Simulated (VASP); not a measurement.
Input of a VASP 6.6.1 run:

File INCAR:

```
SYSTEM = Sb
PREC = Accurate
ENCUT = 600
EDIFF = 1E-7
ISMEAR = -1
SIGMA = 0.1
LREAL = .False.
LASPH = .True.
NELM = 100
ALGO = Normal
ISIF = 3
LWAVE = .False.
LCHARG = .False.
GGA = PS
IBRION = 2
NSW = 80
EDIFFG = -0.01
```

The input KPOINTS:

```
regular mesh
0
Gamma
  11 11 6
  0 0 0
```

File POSCAR:

```
Sb
1.0
    3.3749600568      0.0000000000      0.0000000000
   -1.6874800284      2.9228011460      0.0000000000
    0.0000000000      0.0000000000      5.5113097728
Sb
2
Direct
    0.3333333333      0.6666666667      0.2500000000
    0.6666666667      0.3333333333      0.7500000000
```

Potentials or basis: VASP PAW PBE potentials, release 64 (Sb).

Command:

```sh
$ cat potpaw_PBE.64/Sb/POTCAR > POTCAR
$ mpirun -np 1 vasp_std > vasp.out
```

Question: Estimate the relaxed cell.

Answer: a = 3.315 Å, b = 3.315 Å, c = 5.480 Å, α = 90.00°, β = 90.00°, γ = 120.00°.

Question: What does it give for the relaxed volume?

Answer: 26.08 Å³/atom.

Question: Predict the band gap on the k mesh.

Answer: Zero (bands 5 and 6 overlap by 7.63 eV).

Question: Estimate the space group after relaxing (to 0.1 Å).

Answer: P6_3/mmc (No. 194).

Final structure:
```yaml
crystal:
  lattice:
    - [3.31520, 0.00000, 0.00000]
    - [-1.65760, 2.87105, 0.00000]
    - [0.00000, 0.00000, 5.48039]
  atoms:
    - { symbol: Sb, position: [0.33333, 0.66667, 0.25000] }
    - { symbol: Sb, position: [0.66667, 0.33333, 0.75000] }
```

Caveat: the PAW data sets were made with another functional, which shifts forces and pressure a little; spin-orbit coupling is left out, which moves the levels of the heavy elements.
